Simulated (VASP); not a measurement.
Write the native input for VASP 6.6.1 that does the following.

- Task: single point
- Functional: PBE
- Potentials or basis: VASP PAW PBE potentials, release 64 (Ni)
- Cutoff: 600 eV
- k mesh: 4 × 4 × 4
- Occupations: fermi-dirac, width 0.1 eV
- Spin: collinear spin, ferromagnetic start
- Starting moments: [1.0] μB
- Dipole correction: no
- Further INCAR settings: ALGO = Normal; EDIFF = 1e-06; NBANDS = 15

The structure of Ni lies in POSCAR:

```
Ni
1.0
    0.0000000000      1.7381862700      1.7381862700
    1.7381862700      0.0000000000      1.7381862700
    1.7381862700      1.7381862700      0.0000000000
Ni
1
Direct
    0.0000000000      0.0000000000      0.0000000000
```

These files were run (other wordings do the same):

INCAR

```
SYSTEM = Ni
PREC = Accurate ; ENCUT = 600
EDIFF = 1E-6 ; ISMEAR = -1
SIGMA = 0.1 ; LREAL = .False.
LASPH = .True. ; NELM = 200
ALGO = Normal ; ISIF = 2
LWAVE = .False. ; LCHARG = .True.
ISPIN = 2 ; MAGMOM = 1
LORBIT = 11 ; LMAXMIX = 4
GGA = PE ; LELF = .True.
LVHAR = .True. ; NBANDS = 15
GGA_COMPAT = .False.
```

KPOINTS

```
Automatic mesh
0
Gamma
  4 4 4
  0 0 0
```

Potentials or basis: VASP PAW PBE potentials, release 64 (Ni).

Launch:

```bash
$ cat potpaw_PBE.64/Ni/POTCAR > POTCAR
$ mpirun -np 1 vasp_std > vasp.out
```

It gave:

| Property | Result |
| --- | --- |
| Pressure | 3.2 GPa |
| Net moment | 0.58 μB per cell |
| Site moments | Ni +0.60 μB |
| Valence electrons inside the program's atomic spheres | Ni 9.37 |

Caveat: the k points lie up to 0.78 Å⁻¹ apart.

It took 6.1 s on 1 thread of Intel(R) Xeon(R) Platinum 8488C (Sapphire Rapids), with other jobs on the host, peak memory 0.13 GiB.
